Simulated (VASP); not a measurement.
The system is Sn3P4.

```
Sn P
1.0
     3.15142   -4.37938    0.00000
     3.15142    4.37938    0.00000
     0.00000    0.00000    6.92773
Sn P
3 4
Direct
  0.14191 0.85809 0.00000
  0.85809 0.14191 0.00000
  0.50000 0.50000 0.50000
  0.15711 0.84289 0.50000
  0.84289 0.15711 0.50000
  0.00000 0.00000 0.25065
  0.00000 0.00000 0.74935
```

The cell was generated, and may not be a known phase.

* Program: VASP 6.6.1
* Task: relaxation of cell and atoms
* Functional: PBE
* Potentials or basis: VASP PAW PBE potentials, release 64 (Sn_d, P)
* Cutoff: 600 eV
* k mesh: 4 × 4 × 4
* Occupations: gaussian, width 0.1 eV
* Spin: no spin polarisation

At the start: pressure 20.2 GPa; volume 27.32 Å³/atom.

**Question.** Where does the relaxation end?

**Answer.** Over 26 steps the energy falls by 1235.8 meV/atom and the volume is 25.47 Å³/atom (-6.8 %); space group Cmmm (No. 65, to 0.1 Å) before and after.

The path:
| step | energy change (eV) | largest force (eV/Å) | pressure (GPa) | volume (Å³) |
| --- | --- | --- | --- | --- |
| 1 | 0.0000 | 13.5502 | 20.21 | 191.22 |
| 2 | -5.2281 | 2.7216 | -6.50 | 296.79 |
| 3 | -5.6335 | 2.4035 | -6.59 | 285.61 |
| 4 | -5.9950 | 2.0608 | -6.61 | 275.79 |
| 5 | -7.3341 | 0.7317 | -4.13 | 231.82 |
| 6 | -7.2736 | 1.1382 | -2.20 | 221.95 |
| 7 | -7.3487 | 0.7848 | -3.62 | 228.72 |
| 8 | -7.3478 | 0.8051 | -3.48 | 227.94 |
| 9 | -7.8389 | 0.8426 | -1.26 | 209.32 |
| 10 | -7.9883 | 1.4890 | 1.21 | 196.19 |
| 11 | -8.2839 | 0.8564 | 0.63 | 190.18 |
| 12 | -8.3803 | 0.6639 | 0.84 | 183.33 |
| 13 | -8.3876 | 0.6442 | 0.69 | 184.89 |
| 14 | -8.4843 | 0.3842 | -0.74 | 186.84 |
| 15 | -8.5183 | 0.1690 | -1.98 | 188.75 |
| 16 | -8.5887 | 0.2004 | -1.48 | 184.67 |
| 17 | -8.6160 | 0.2540 | -0.87 | 181.03 |
| 18 | -8.6164 | 0.2639 | -0.75 | 180.45 |
| 19 | -8.6308 | 0.1925 | -0.07 | 178.34 |
| 20 | -8.6321 | 0.1881 | 0.24 | 177.48 |
| 21 | -8.6363 | 0.1270 | 0.13 | 177.73 |
| 22 | -8.6397 | 0.0592 | -0.09 | 178.23 |
| 23 | -8.6439 | 0.0480 | -0.05 | 178.10 |
| 24 | -8.6493 | 0.0467 | 0.06 | 177.78 |
| 25 | -8.6499 | 0.0637 | 0.12 | 177.62 |
| 26 | -8.6507 | 0.0286 | -0.12 | 178.27 |

Final structure:
```
CELL_PARAMETERS angstrom
2.71355 -4.87040 0.00000
2.71355 4.87040 0.00000
0.00000 0.00000 6.74463
ATOMIC_POSITIONS crystal
Sn 0.19936 0.80064 0.00000
Sn 0.80064 0.19936 0.00000
Sn 0.50000 0.50000 0.50000
P 0.17773 0.82227 0.50000
P 0.82227 0.17773 0.50000
P 0.00000 0.00000 0.27806
P 0.00000 0.00000 0.72194
```
